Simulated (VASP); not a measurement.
Ga4Cu3Se7 (a cell with a defect), 14 atoms in the cell. The cell holds a defect, 14 atoms: a = 5.570 Å, b = 5.570 Å, c = 11.071 Å, α = 90.00°, β = 90.00°, γ = 90.00°. 

| Quantity | Value |
| --- | --- |
| Program | VASP 6.6.1 |
| Task | single point |
| Functional | PBEsol |
| Potentials or basis | VASP PAW PBE potentials, release 64 (Cu, Ga_d, Se) |
| Cutoff | 520 eV |
| k mesh | 1 × 1 × 1, shifted |
| Occupations | fermi-dirac, width 0.05 eV |
| Spin | collinear spin |
| Starting moments | [0.0, 0.0, 0.167, 0.167, 0.0, 0.0, 0.167, 0.0, 0.0, 0.167, 0.167, 0.0, 0.167, 0.0] μB |
| Dipole correction | no |
| Charge | 2 |
| Further INCAR settings | ALGO = Normal; EDIFF = 1e-06; NBANDS = 80; ISYM = 0; NELECT = 125.0 |

Potentials or basis: VASP PAW PBE potentials, release 64 (Cu, Ga_d, Se).

The run is started by

```sh
$ cat potpaw_PBE.64/Cu/POTCAR potpaw_PBE.64/Ga_d/POTCAR potpaw_PBE.64/Se/POTCAR > POTCAR
$ mpirun -np 1 vasp_std > vasp.out
```

Hardware: 1 thread of Oxide Virtual Turin-like Processor (shared host).

Task: Estimate the wall time of this run.

Result: Run time: 8.2 min on 1 thread of Oxide Virtual Turin-like Processor, with other jobs on the host, peak memory 0.48 GiB. Counts: scf iterations 22, k points 2.
